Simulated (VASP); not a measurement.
**BP: single point with PBE**

BP:

```
B P
1.0
     0.00000    2.26900    2.31438
     2.26900    0.00000    2.31438
     2.26900    2.26900    0.00000
B P
1 1
Direct
  0.00000 0.00000 0.00000
  0.75000 0.75000 0.75000
```

This cell differs from its parent crystal: zz strain of +2 %.

```
Program                : VASP 6.6.1
Task                   : single point
Functional             : PBE
Potentials or basis    : VASP PAW PBE potentials, release 64 (B, P)
Cutoff                 : 520 eV
k mesh                 : 15 × 15 × 15
Occupations            : fermi-dirac, width 0.05 eV
Spin                   : no spin polarisation
Dipole correction      : no
Further INCAR settings : ALGO = Normal; EDIFF = 1e-06; NBANDS = 11
```

- Pressure: -2.3 GPa
- Band gap on the k mesh: 1.12 eV, indirect (least direct gap 3.27 eV)

Stress tensor (GPa, compression positive):
```
-0.48  0.00  0.00
 0.00 -0.48  0.00
 0.00  0.00 -5.84
```

Levels at points of the mesh, in eV from the valence-band top:
```
           k point  band 2  band 3  band 4  band 5  band 6  band 7
(0.00, 0.00, 0.00)   -0.20    0.00    0.00    3.27    3.27    3.38
```

Wall time 31 s on 1 thread of Intel Xeon 6975P-C, on a shared host, peak memory 0.19 GiB.

Caveat: the cell differs from its parent crystal (zz strain of +2 %). A k mesh can miss the band edges.
